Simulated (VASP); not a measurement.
# Cs2AgBiBr6 (Fm-3m) in VASP: further runs, part 2 of 2

VASP 6.6.1.

## 3. Single point, PBEsol (36.05 Å³/atom)

This run uses another cell than the first one, of 36.05 Å³/atom.

The input, INCAR:

```
PREC     = Accurate       # precision mode
ENCUT    = 520            # plane-wave cutoff, eV
EDIFF    = 1E-7           # SCF threshold, eV
ISMEAR   = 0              # smearing method
SIGMA    = 0.02           # smearing width, eV
LREAL    = F              # projectors in reciprocal space
LASPH    = T              # aspherical terms in the spheres
NELM     = 60             # most SCF steps
ALGO     = Normal         # electronic algorithm
ISIF     = 2              # what is computed and relaxed
LWAVE    = F              # write WAVECAR
LCHARG   = F              # write CHGCAR
GGA      = PS             # functional
NBANDS   = 54             # bands
```

The input, KPOINTS:

```
regular mesh
0
Gamma
  4 4 4
```

The input, POSCAR:

```
Cs2AgBiBr6
1.0
    0.0000000000      5.6490744555      5.6490744555
    5.6490744555      0.0000000000      5.6490744555
    5.6490744555      5.6490744555      0.0000000000
Cs Ag Bi Br
2 1 1 6
Direct
    0.2500000000      0.2500000000      0.2500000000
    0.7500000000      0.7500000000      0.7500000000
    0.5000000000      0.5000000000      0.5000000000
    0.0000000000      0.0000000000      0.0000000000
    0.2530656252      0.7469343748      0.2530656252
    0.2530656252      0.7469343748      0.7469343748
    0.7469343748      0.2530656252      0.7469343748
    0.7469343748      0.2530656252      0.2530656252
    0.2530656252      0.2530656252      0.7469343748
    0.7469343748      0.7469343748      0.2530656252
```

Potentials or basis: VASP PAW PBE potentials, release 64 (Cs_sv, Ag, Bi_d, Br).

Run with:

```sh
$ cat potpaw_PBE.64/Cs_sv/POTCAR potpaw_PBE.64/Ag/POTCAR potpaw_PBE.64/Bi_d/POTCAR potpaw_PBE.64/Br/POTCAR > POTCAR
$ mpirun -np 1 vasp_std > vasp.out
```

OUTCAR:

```text
PREC = Accurate
   ENCUT = 520
   EDIFF = 1E-7
   ISMEAR = 0
   LREAL = F
   LASPH = T
   NELM = 60
   ISIF = 2
   GGA = PS

 ion  position               nearest neighbor table
   1  0.250  0.250  0.250-
   2  0.750  0.750  0.750-
   3  0.500  0.500  0.500-   5 2.79   6 2.79   7 2.79   8 2.79   9 2.79  10 2.79
   4  0.000  0.000  0.000-   5 2.86   6 2.86   7 2.86   8 2.86   9 2.86  10 2.86
   5  0.253  0.747  0.253-   3 2.79   4 2.86
   6  0.253  0.747  0.747-   3 2.79   4 2.86
   7  0.747  0.253  0.747-   3 2.79   4 2.86
   8  0.747  0.253  0.253-   3 2.79   4 2.86
   9  0.253  0.253  0.747-   3 2.79   4 2.86
  10  0.747  0.747  0.253-   3 2.79   4 2.86

  LATTYP: Found a face centered cubic cell.
 ALAT       =    11.2981489110

  Lattice vectors:

 A1 = (   0.0000000000,   5.6490744555,   5.6490744555)
 A2 = (   5.6490744555,   0.0000000000,   5.6490744555)
 A3 = (   5.6490744555,   5.6490744555,   0.0000000000)

Analysis of symmetry for initial positions (statically):
=====================================================================
 Subroutine PRICEL returns:
 Original cell was already a primitive cell.

 Routine SETGRP: Setting up the symmetry group for a
 face centered cubic supercell.

 Subroutine GETGRP returns: Found 48 space group operations
 (whereof 48 operations were pure point group operations)
 out of a pool of 48 trial point group operations.

The static configuration has the point symmetry O_h .

Analysis of symmetry for dynamics (positions and initial velocities):
=====================================================================
 Subroutine PRICEL returns:
 Original cell was already a primitive cell.

 Routine SETGRP: Setting up the symmetry group for a
 face centered cubic supercell.

 Subroutine GETGRP returns: Found 48 space group operations
 (whereof 48 operations were pure point group operations)
 out of a pool of 48 trial point group operations.

The dynamic configuration has the point symmetry O_h .

 Subroutine INISYM returns: Found 48 space group operations
 (whereof 48 operations are pure point group operations),
 and found     1 'primitive' translations

----------------------------------------------------------------------------------------

                                     Primitive cell

  volume of cell :     360.5470

  direct lattice vectors                    reciprocal lattice vectors
     0.000000000  5.649074456  5.649074456    -0.088510074  0.088510074  0.088510074
     5.649074456  0.000000000  5.649074456     0.088510074 -0.088510074  0.088510074
     5.649074456  5.649074456  0.000000000     0.088510074  0.088510074 -0.088510074

  length of vectors
     7.988997710  7.988997710  7.988997710     0.153303946  0.153303946  0.153303946

  position of ions in fractional coordinates (direct lattice)
     0.250000000  0.250000000  0.250000000
     0.750000000  0.750000000  0.750000000
     0.500000000  0.500000000  0.500000000
     0.000000000  0.000000000  0.000000000
     0.253065625  0.746934375  0.253065625
     0.253065625  0.746934375  0.746934375
     0.746934375  0.253065625  0.746934375
     0.746934375  0.253065625  0.253065625
     0.253065625  0.253065625  0.746934375
     0.746934375  0.746934375  0.253065625
[... 48 lines left out ...]
  0.500000  0.500000  0.000000      3.000000
 -0.250000  0.500000  0.250000      6.000000
   k-points           NKPTS =      8   k-points in BZ     NKDIM =      8   number of bands    NBANDS=     54
   number of dos      NEDOS =    301   number of ions     NIONS =     10
   total plane-waves  NPLWV = 216000
   dimension x,y,z NGX =    60 NGY =   60 NGZ =   60
   dimension x,y,z NGXF=   120 NGYF=  120 NGZF=  120
   ions per type =               2   1   1   6
   NGX,Y,Z   is equivalent  to a cutoff of  12.49, 12.49, 12.49 a.u.
   NGXF,Y,Z  is equivalent  to a cutoff of  24.97, 24.97, 24.97 a.u.
 SYSTEM =  unknown system
   PREC   = accura    normal or accurate (medium, high low for compatibility)
   ISTART =      0    job   : 0-new  1-cont  2-samecut
   ICHARG =      2    charge: 1-file 2-atom 10-const
   ISPIN  =      1    spin polarized calculation?
   LNONCOLLINEAR =      F non collinear calculations
   LSORBIT =      F    spin-orbit coupling
   LASPH  =      T    aspherical Exc in radial PAW
   ENCUT  =  520.0 eV  38.22 Ry    6.18 a.u.  14.85 14.85 14.85*2*pi/ulx,y,z
   NELM   =     60;   NELMIN=  2; NELMDL= -5     # of ELM steps
   EDIFF  = 0.1E-06   stopping-criterion for ELM
   LREAL  =      F    real-space projection
   EDIFFG = 0.1E-05   stopping-criterion for IOM
   NSW    =      0    number of steps for IOM
   IBRION =     -1    ionic relax: 0-MD 1-quasi-New 2-CG
   NFREE  =      0    steps in history (QN), initial steepest desc. (CG)
   ISIF   =      2    stress and relaxation
   ISYM   =      2    0-nonsym 1-usesym 2-fastsym
   POTIM  = 0.5000    time-step for ionic-motion
   TEBEG  =    0.0;   TEEND  =   0.0 temperature during run
   PSTRESS=    0.0 pullay stress
   NELECT =      86.0000    total number of electrons
   NUPDOWN=      -1.0000    fix difference up-down
   EMIN   =  10.00;   EMAX   =-10.00  energy-range for DOS
   EFERMI =   0.00;   METHOD = LEGACY
   ISMEAR =     0;   SIGMA  =   0.02  broadening in eV -4-tet -1-fermi 0-gaus
   EFERMI_NEDOS =   21; number of points for ismear=-14 and -15
   IALGO  =     38    algorithm
   IMIX   =      4    mixing-type and parameters
     AMIX     =   0.40;   BMIX     =  1.00
     AMIX_MAG =   1.60;   BMIX_MAG =  1.00
  volume/ion in A,a.u.               =      36.05       243.31
  Fermi-wavevector in a.u.,A,eV,Ry     =   1.015283  1.918606 14.024873  1.030799
  Thomas-Fermi vector in A             =   2.148560
   LORBIT       =      0    0 simple, 1 ext, 2 COOP (PROOUT), +10 PAW based schemes
   GGA     = PS    functional components
   LHFCALC =     F    Hartree Fock is set to
   AEXX    =    0.0000 exact exchange contribution
   IVDW    =     0    specifies the selected vdW correction
   LEPSILON=     F    determine dielectric tensor
   LRPA    =     F    only Hartree local field effects (RPA)
 non-spin polarized calculation
 Gauss-broadening in eV      SIGMA  =   0.02
  energy-cutoff  :      520.00
  volume of cell :      360.55
 maximum number of plane-waves:      9756
   NGX = 29   NGY = 29   NGZ = 29

 number of electron      85.9999991 magnetization

 Free energy of the ion-electron system (eV)
  ---------------------------------------------------
  ext. energy  EPLUGINS =         0.00000000
  ---------------------------------------------------
  free energy    TOTEN  =       -31.80517922 eV

  energy without entropy =      -31.80517922  energy(sigma->0) =      -31.80517922

 E-fermi :   1.2734     XC(G=0):  -8.2855

 val. band max:        1.1310932815   @ k =   0.5000   0.5000   0.0000
 cond. band min:       2.2811960506   @ k =   0.5000   0.0000   0.0000
 fundamental gap:      1.1501027691
 Fermi energy:         1.2733897298

 k-point     1 :       0.0000    0.0000    0.0000
  band No.  band energies     occupation
      1     -21.8957      2.00000
      2     -21.8957      2.00000
      3     -21.8631      2.00000
      4     -21.8631      2.00000
      5     -21.8631      2.00000
      6     -19.5691      2.00000
[... 445 lines left out ...]
     53       7.1247      0.00000
     54       7.4743      0.00000

------------------------ aborting loop because EDIFF is reached ----------------------------------------

  FORCE on cell =-STRESS in cart. coord.  units (eV):
  Direction    XX          YY          ZZ          XY          YZ          ZX
  --------------------------------------------------------------------------------------
  -------------------------------------------------------------------------------------
  Total       -1.6010305     -1.6010305     -1.6010305      0.0000000     -0.0000000      0.0000000
  in kB       -7.1145641     -7.1145641     -7.1145641      0.0000000     -0.0000000      0.0000000
  external PRESSURE =      -7.1145641 kB  Pullay stress =       0.0000000 kB

 VOLUME and BASIS-vectors are now :
 -----------------------------------------------------------------------------
  energy-cutoff  :      520.00
  volume of cell :      360.55
      direct lattice vectors                 reciprocal lattice vectors
     0.000000000  5.649074456  5.649074456    -0.088510074  0.088510074  0.088510074
     5.649074456  0.000000000  5.649074456     0.088510074 -0.088510074  0.088510074
     5.649074456  5.649074456  0.000000000     0.088510074  0.088510074 -0.088510074

 POSITION                                       TOTAL-FORCE (eV/Angst)
 -----------------------------------------------------------------------------------
      2.82454      2.82454      2.82454         0.000000     -0.000000      0.000000
      8.47361      8.47361      8.47361         0.000000     -0.000000      0.000000
      5.64907      5.64907      5.64907         0.000000     -0.000000      0.000000
      0.00000      0.00000      0.00000         0.000000     -0.000000      0.000000
      5.64907      2.85917      5.64907         0.000000      0.010606      0.000000
      8.43898      5.64907      5.64907        -0.010606     -0.000000      0.000000
      5.64907      8.43898      5.64907         0.000000     -0.010606      0.000000
      2.85917      5.64907      5.64907         0.010606     -0.000000      0.000000
      5.64907      5.64907      2.85917         0.000000     -0.000000      0.010606
      5.64907      5.64907      8.43898         0.000000     -0.000000     -0.010606
 -----------------------------------------------------------------------------------
    total drift:                                0.000000      0.000000     -0.000000

  FREE ENERGIE OF THE ION-ELECTRON SYSTEM (eV)
  ---------------------------------------------------
  free  energy   TOTEN  =       -31.8051792243 eV

  energy  without entropy=      -31.8051792243  energy(sigma->0) =      -31.80517922
```

Wall time 6.5 min (1 thread of Oxide Virtual Turin-like, shared host); peak memory 0.53 GiB.

What came out:

```
Free energy            : -31.8052 eV
Pressure               : -0.7 GPa
Largest force          : 0.011 eV/Å
Band gap on the k mesh : 1.15 eV (least direct gap 2.33 eV)
```

Forces in eV/Å, atoms in the order of the input:
```
Cs   0.000  0.000  0.000
Cs   0.000  0.000  0.000
Ag   0.000  0.000  0.000
Bi   0.000  0.000  0.000
Br   0.000  0.011  0.000
Br  -0.011  0.000  0.000
Br   0.000 -0.011  0.000
Br   0.011  0.000  0.000
Br   0.000  0.000  0.011
Br   0.000  0.000 -0.011
```

Caveat: the PAW data sets were made with another functional, which shifts forces and pressure a little; spin-orbit coupling is left out, which moves the levels of the heavy elements.
